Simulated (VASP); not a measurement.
# GaAs3 (P-31m) in VASP: relaxation of cell and atoms with PBE

Aim: the relaxation of cell and atoms of GaAs3 with PBE.

Everything below comes from runs of VASP 6.6.1. Logs are shortened: lines on timing, memory, paths and dates and some standing lists are left out, and cuts for length are marked.

### Step 1. The cell of the first run

Symmetry: P-31m, No. 162, trigonal system. The conventional cell has a = 6.607 Å, b = 6.607 Å, c = 4.912 Å, α = 90.00°, β = 90.00°, γ = 120.00°. Within 3.9 Å of Ga (site symmetry 32) lie 12 As at 2.78 to 3.83 Å and 3 Ga at 3.81 Å. Within 3.3 Å of As (site symmetry m) lie 3 As at 2.48 to 2.69 Å and 2 Ga at 2.78 Å.

The cell was generated, and may not be a known phase.

### Step 2. Relaxation of cell and atoms, PBE

Input file INCAR:

```
SYSTEM = GaAs3
PREC = Accurate
ENCUT = 600
EDIFF = 1E-7
ISMEAR = 0
SIGMA = 0.1
LREAL = .False.
LASPH = .True.
NELM = 80
ALGO = Normal
ISIF = 3
LWAVE = .False.
LCHARG = .False.
GGA = PE
IBRION = 2
NSW = 100
EDIFFG = -0.01
```

Input file KPOINTS:

```
regular mesh
0
Gamma
  6 6 8
  0 0 0
```

Input file POSCAR:

```
GaAs3
1.0
    6.6067090909      0.0000000000      0.0000000000
   -3.3033545454      5.7215779081      0.0000000000
    0.0000000000      0.0000000000      4.9122459287
Ga As
2 6
Direct
    0.3333333333      0.6666666667      0.5000000000
    0.6666666667      0.3333333333      0.5000000000
    0.3459915593      0.0000000000      0.1445066741
    0.0000000000      0.3459915593      0.1445066741
    0.6540084407      0.6540084407      0.1445066741
    0.0000000000      0.6540084407      0.8554933259
    0.6540084407      0.0000000000      0.8554933259
    0.3459915593      0.3459915593      0.8554933259
```

Potentials or basis: VASP PAW PBE potentials, release 64 (Ga_d, As).

Run with:

```bash
$ cat potpaw_PBE.64/Ga_d/POTCAR potpaw_PBE.64/As/POTCAR > POTCAR
$ mpirun -np 1 vasp_std > vasp.out
```

OUTCAR:

```text
SYSTEM = GaAs3
   PREC = Accurate
   ENCUT = 600
   EDIFF = 1E-7
   ISMEAR = 0
   LREAL = .False.
   LASPH = .True.
   NELM = 80
   ISIF = 3
   GGA = PE
   IBRION = 2
   NSW = 100
   EDIFFG = -0.01

 ion  position               nearest neighbor table
   1  0.333  0.667  0.500-   3 2.78   6 2.78   7 2.78   4 2.78   8 2.78   5 2.78
   2  0.667  0.333  0.500-   7 2.78   4 2.78   3 2.78   6 2.78   5 2.78   8 2.78
   3  0.346  0.000  0.145-   7 2.48   8 2.69   6 2.69   1 2.78   2 2.78
   4  0.000  0.346  0.145-   6 2.48   7 2.69   8 2.69   2 2.78   1 2.78
   5  0.654  0.654  0.145-   8 2.48   7 2.69   6 2.69   2 2.78   1 2.78
   6  0.000  0.654  0.855-   4 2.48   3 2.69   5 2.69   1 2.78   2 2.78
   7  0.654  0.000  0.855-   3 2.48   5 2.69   4 2.69   2 2.78   1 2.78
   8  0.346  0.346  0.855-   5 2.48   3 2.69   4 2.69   1 2.78   2 2.78

  LATTYP: Found a hexagonal cell.
 ALAT       =     6.6067090909
 C/A-ratio  =     0.7435238726

  Lattice vectors:

 A1 = (   6.6067090909,   0.0000000000,   0.0000000000)
 A2 = (  -3.3033545454,   5.7215779081,   0.0000000000)
 A3 = (   0.0000000000,   0.0000000000,   4.9122459287)

Analysis of symmetry for initial positions (statically):
=====================================================================
 Subroutine PRICEL returns:
 Original cell was already a primitive cell.

 Routine SETGRP: Setting up the symmetry group for a
 hexagonal supercell.

 Subroutine GETGRP returns: Found 12 space group operations
 (whereof 12 operations were pure point group operations)
 out of a pool of 24 trial point group operations.

The static configuration has the point symmetry D_3d.

Analysis of symmetry for dynamics (positions and initial velocities):
=====================================================================
 Subroutine PRICEL returns:
 Original cell was already a primitive cell.

 Routine SETGRP: Setting up the symmetry group for a
 hexagonal supercell.

 Subroutine GETGRP returns: Found 12 space group operations
 (whereof 12 operations were pure point group operations)
 out of a pool of 24 trial point group operations.

The dynamic configuration has the point symmetry D_3d.

 Subroutine INISYM returns: Found 12 space group operations
 (whereof 12 operations are pure point group operations),
 and found     1 'primitive' translations

----------------------------------------------------------------------------------------

                                     Primitive cell

  volume of cell :     185.6868

  direct lattice vectors                    reciprocal lattice vectors
     6.606709091  0.000000000  0.000000000     0.151361288  0.087388481  0.000000000
    -3.303354545  5.721577908  0.000000000     0.000000000  0.174776961  0.000000000
     0.000000000  0.000000000  4.912245929     0.000000000  0.000000000  0.203572870

  length of vectors
     6.606709091  6.606709091  4.912245929     0.174776961  0.174776961  0.203572870

  position of ions in fractional coordinates (direct lattice)
     0.333333333  0.666666667  0.500000000
     0.666666667  0.333333333  0.500000000
     0.345991559  0.000000000  0.144506674
     0.000000000  0.345991559  0.144506674
     0.654008441  0.654008441  0.144506674
     0.000000000  0.654008441  0.855493326
     0.654008441  0.000000000  0.855493326
     0.345991559  0.345991559  0.855493326

  ion indices of the primitive-cell ions
   primitive index   ion index
                 1           1
                 2           2
                 3           3
                 4           4
                 5           5
                 6           6
                 7           7
                 8           8

----------------------------------------------------------------------------------------

 KPOINTS: regular mesh

Automatic generation of k-mesh.
 Grid dimensions read from file:
 generate k-points for:    6    6    8

 Generating k-lattice:

  Cartesian coordinates                     Fractional coordinates (reciprocal lattice)
     0.025226881  0.014564747  0.000000000     0.166666667  0.000000000  0.000000000
     0.000000000  0.029129494  0.000000000     0.000000000  0.166666667  0.000000000
     0.000000000  0.000000000  0.025446609     0.000000000  0.000000000  0.125000000

  Length of vectors
     0.029129494  0.029129494  0.025446609

  Shift w.r.t. Gamma in fractional coordinates (k-lattice)
     0.000000000  0.000000000  0.000000000

 Subroutine IBZKPT returns following result:
 ===========================================

 Found     44 irreducible k-points:

 Following reciprocal coordinates:
            Coordinates               Weight
  0.000000  0.000000  0.000000      1.000000
  0.166667  0.000000  0.000000      6.000000
  0.333333  0.000000  0.000000      6.000000
  0.500000  0.000000  0.000000      3.000000
  0.166667  0.166667  0.000000      6.000000
  0.333333  0.166667  0.000000     12.000000
[... 16 lines left out ...]
 -0.166667  0.333333  0.250000      6.000000
  0.333333  0.166667  0.250000     12.000000
 [... further k-points ...]
   k-points           NKPTS =     44   k-points in BZ     NKDIM =     44   number of bands    NBANDS=     33
   number of dos      NEDOS =    301   number of ions     NIONS =      8
   total plane-waves  NPLWV = 116640
   dimension x,y,z NGX =    54 NGY =   54 NGZ =   40
   dimension x,y,z NGXF=   108 NGYF=  108 NGZF=   80
   ions per type =               2   6
   NGX,Y,Z   is equivalent  to a cutoff of  13.59, 13.59, 13.54 a.u.
   NGXF,Y,Z  is equivalent  to a cutoff of  27.18, 27.18, 27.07 a.u.
 SYSTEM =  GaAs3
   PREC   = accura    normal or accurate (medium, high low for compatibility)
   ISTART =      0    job   : 0-new  1-cont  2-samecut
   ICHARG =      2    charge: 1-file 2-atom 10-const
   ISPIN  =      1    spin polarized calculation?
   LNONCOLLINEAR =      F non collinear calculations
   LSORBIT =      F    spin-orbit coupling
   LASPH  =      T    aspherical Exc in radial PAW
   ENCUT  =  600.0 eV  44.10 Ry    6.64 a.u.  13.20 13.20  9.81*2*pi/ulx,y,z
   NELM   =     80;   NELMIN=  2; NELMDL= -5     # of ELM steps
   EDIFF  = 0.1E-06   stopping-criterion for ELM
   LREAL  =      F    real-space projection
   EDIFFG = -.1E-01   stopping-criterion for IOM
   NSW    =    100    number of steps for IOM
   IBRION =      2    ionic relax: 0-MD 1-quasi-New 2-CG
   NFREE  =      1    steps in history (QN), initial steepest desc. (CG)
   ISIF   =      3    stress and relaxation
   ISYM   =      2    0-nonsym 1-usesym 2-fastsym
   POTIM  = 0.5000    time-step for ionic-motion
   TEBEG  =    0.0;   TEEND  =   0.0 temperature during run
   PSTRESS=    0.0 pullay stress
   NELECT =      56.0000    total number of electrons
   NUPDOWN=      -1.0000    fix difference up-down
   EMIN   =  10.00;   EMAX   =-10.00  energy-range for DOS
   EFERMI =   0.00;   METHOD = LEGACY
   ISMEAR =     0;   SIGMA  =   0.10  broadening in eV -4-tet -1-fermi 0-gaus
   EFERMI_NEDOS =   21; number of points for ismear=-14 and -15
   IALGO  =     38    algorithm
   IMIX   =      4    mixing-type and parameters
     AMIX     =   0.40;   BMIX     =  1.00
     AMIX_MAG =   1.60;   BMIX_MAG =  1.00
  volume/ion in A,a.u.               =      23.21       156.63
  Fermi-wavevector in a.u.,A,eV,Ry     =   1.097852  2.074639 16.398817  1.205279
  Thomas-Fermi vector in A             =   2.234219
   LORBIT       =      0    0 simple, 1 ext, 2 COOP (PROOUT), +10 PAW based schemes
   GGA     = PE    functional components
   LHFCALC =     F    Hartree Fock is set to
   AEXX    =    0.0000 exact exchange contribution
   IVDW    =     0    specifies the selected vdW correction
   LEPSILON=     F    determine dielectric tensor
   LRPA    =     F    only Hartree local field effects (RPA)
 conjugate gradient relaxation of ions
 non-spin polarized calculation
 Gauss-broadening in eV      SIGMA  =   0.10
  energy-cutoff  :      600.00
  volume of cell :      185.69
 maximum number of plane-waves:      6227
 NGX is ok and might be reduce to    54
   NGX = 27   NGY = 27   NGZ = 19

--------------------------------------- Ionic step        1  -------------------------------------------

 number of electron      55.9999987 magnetization

 Free energy of the ion-electron system (eV)
  ---------------------------------------------------
  ext. energy  EPLUGINS =         0.00000000
  ---------------------------------------------------
  free energy    TOTEN  =       -33.32499970 eV

  energy without entropy =      -33.30841783  energy(sigma->0) =      -33.31670876

------------------------ aborting loop because EDIFF is reached ----------------------------------------

  FORCE on cell =-STRESS in cart. coord.  units (eV):
  Direction    XX          YY          ZZ          XY          YZ          ZX
  --------------------------------------------------------------------------------------
  -------------------------------------------------------------------------------------
  Total       -0.8329106     -0.8329106      0.3761462     -0.0000000     -0.0000000      0.0000000
  in kB       -7.1866729     -7.1866729      3.2455344     -0.0000000     -0.0000000      0.0000000
  external PRESSURE =      -3.7092705 kB  Pullay stress =       0.0000000 kB
[... 107 lines left out ...]
  FREE ENERGIE OF THE ION-ELECTRON SYSTEM (eV)
  ---------------------------------------------------
  free  energy   TOTEN  =       -33.3356268811 eV

  energy  without entropy=      -33.3196338212  energy(sigma->0) =      -33.32763035

[... ionic steps 4 to 10 ...]

--------------------------------------- Ionic step       11  -------------------------------------------

 number of electron      55.9999975 magnetization

------------------------ aborting loop because EDIFF is reached ----------------------------------------

  FORCE on cell =-STRESS in cart. coord.  units (eV):
  Direction    XX          YY          ZZ          XY          YZ          ZX
  --------------------------------------------------------------------------------------
  -------------------------------------------------------------------------------------
  Total       -0.0480837     -0.0480837     -0.0340604     -0.0000000     -0.0000000      0.0000000
  in kB       -0.4189937     -0.4189937     -0.2967964     -0.0000000     -0.0000000      0.0000000
  external PRESSURE =      -0.3782612 kB  Pullay stress =       0.0000000 kB
[... 69 lines left out ...]
  energy  without entropy=      -33.3215805840  energy(sigma->0) =      -33.32962855

--------------------------------------- Ionic step       13  -------------------------------------------

 number of electron      55.9999976 magnetization

 Free energy of the ion-electron system (eV)
  ---------------------------------------------------
  ext. energy  EPLUGINS =         0.00000000
  ---------------------------------------------------
  free energy    TOTEN  =       -33.33770825 eV

  energy without entropy =      -33.32160153  energy(sigma->0) =      -33.32965489

 E-fermi :   4.5017     XC(G=0):  -9.6205

 val. band max:        4.4933484966   @ k =   0.3333   0.0000   0.5000
 cond. band min:       4.5232251528   @ k =  -0.3333  -0.3333   0.1250
 fundamental gap:      0.0298766562
 Fermi energy:         4.5017313176

 k-point     1 :       0.0000    0.0000    0.0000
  band No.  band energies     occupation
      1     -10.4319      2.00000
      2     -10.4319      2.00000
      3     -10.4174      2.00000
      4     -10.4174      2.00000
      5     -10.3845      2.00000
      6     -10.3729      2.00000
[... 853 lines left out ...]
     32       5.9678      0.00000
     33       6.4062      0.00000

 [... further k-points ...]
[... 5 lines left out ...]
  --------------------------------------------------------------------------------------
  -------------------------------------------------------------------------------------
  Total        0.0039493      0.0039493      0.0129171      0.0000000     -0.0000000     -0.0000000
  in kB        0.0344115      0.0344115      0.1125506      0.0000000     -0.0000000     -0.0000000
  external PRESSURE =       0.0604579 kB  Pullay stress =       0.0000000 kB
[... 23 lines left out ...]
  FREE ENERGIE OF THE ION-ELECTRON SYSTEM (eV)
  ---------------------------------------------------
  free  energy   TOTEN  =       -33.3377082510 eV

  energy  without entropy=      -33.3216015334  energy(sigma->0) =      -33.32965489

 reached required accuracy - stopping structural energy minimisation
```

Wall time 20 min (1 thread of Intel Xeon 6975P-C (Granite Rapids), shared host); peak memory 0.53 GiB.

What came out:

* Free energy: -33.3377 eV
* Relaxed volume: 22.98 Å³/atom
* Relaxed cell: a = 6.534 Å, b = 6.534 Å, c = 4.973 Å, α = 90.00°, β = 90.00°, γ = 120.00°
* Space group after relaxing (to 0.1 Å): P-31m (No. 162)
* Energy gained by relaxing: 1.6 meV/atom
* Ionic steps: 13
* Pressure after relaxing: 0.0 GPa
* Largest force after relaxing: 0.003 eV/Å
* Band gap on the k mesh: zero (bands 28 and 29 overlap by 1.58 eV)

Forces in eV/Å, atoms in the order of the input:
```
Ga   0.000  0.000  0.000
Ga   0.000  0.000  0.000
As   0.002  0.000  0.002
As  -0.001  0.002  0.002
As  -0.001 -0.002  0.002
As   0.001 -0.002 -0.002
As  -0.002  0.000 -0.002
As   0.001  0.002 -0.002
```

The path:
```
step  energy change (eV)  largest force (eV/Å)  pressure (GPa)  volume (Å³)
   1              0.0000                0.1099           -0.37       185.69
   2             -0.0090                0.0648           -0.01       184.24
   3             -0.0106                0.0605            0.22       183.36
   4             -0.0116                0.0395           -0.12       183.99
   5             -0.0117                0.0254           -0.04       183.83
   6             -0.0120                0.0211           -0.01       183.75
   7             -0.0124                0.0143            0.02       183.60
   8             -0.0124                0.0161            0.10       183.30
   9             -0.0125                0.0117            0.06       183.46
  10             -0.0127                0.0146           -0.03       183.84
  11             -0.0127                0.0149           -0.04       183.87
  12             -0.0127                0.0128            0.03       183.88
  13             -0.0127                0.0030            0.01       183.88
```

Final structure:
```
CELL_PARAMETERS angstrom
6.53411 0.00000 0.00000
-3.26705 5.65871 0.00000
0.00000 0.00000 4.97305
ATOMIC_POSITIONS crystal
Ga 0.33333 0.66667 0.50000
Ga 0.66667 0.33333 0.50000
As 0.34554 0.00000 0.14549
As 0.00000 0.34554 0.14549
As 0.65446 0.65446 0.14549
As 0.00000 0.65446 0.85451
As 0.65446 0.00000 0.85451
As 0.34554 0.34554 0.85451
```

Levels at points of the mesh, in eV from the Fermi level:
```
           k point  band 24  band 25  band 26  band 27  band 28  band 29  band 30  band 31  band 32  band 33
(0.00, 0.00, 0.00)    -1.49    -1.34    -1.27    -1.27    -0.78    -0.78    -0.35     0.06     0.06     1.81
(0.50, 0.00, 0.00)    -3.17    -2.97    -1.69    -1.36    -0.45     0.45     0.93     1.81     1.84     2.33
(0.00, 0.00, 0.50)    -3.37    -1.27    -1.23    -1.23     0.43     1.47     1.47     3.11     3.11     3.30
(0.50, 0.00, 0.50)    -2.15    -2.05    -1.52    -1.14    -0.43     0.18     0.64     1.25     2.32     2.45
```

The gap in the log of VASP goes by the Fermi energy; the results here count the filled bands.